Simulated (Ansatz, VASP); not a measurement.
SiC in VASP and in Ansatz

```xyz
2
Lattice="0.0000 2.0291 2.0291 2.0291 0.0000 2.0291 2.0291 2.0291 0.0000" Properties=species:S:1:pos:R:3 pbc="T T T"
Si    2.0291    2.0291    2.0291
C     0.0000    0.0000    0.0000
```

Alike in both runs: task relaxation of cell and atoms; functional PBE; k mesh 24 × 24 × 24; occupations gaussian, width 0.1 eV; no spin polarisation.

|  | VASP | Ansatz |
| --- | --- | --- |
| version | VASP 6.6.1 | Ansatz 0.2.0 |
| potentials or method | VASP PAW PBE potentials, release 64 (Si, C), cutoff 600 eV | scalar-relativistic, plane waves, PAW |
| valence electrons in the cell | 8 | 8 |

|  | VASP | Ansatz | Ansatz less VASP |
| --- | --- | --- | --- |
| gap on the k mesh at the Fermi level, each at its own relaxed structure (eV) | none | none | - |
| relaxed volume (Å³/atom) | 8.35 | 8.35 | -0.007 |
| relaxed length of the cell vector where the two differ most in proportion (Å) | 2.870 | 2.869 | -0.0008 |

A gap of «none» marks a metal or a gap that the smearing closes.

Noted on VASP's run: the relaxation stopped at its first step, so nothing moved.
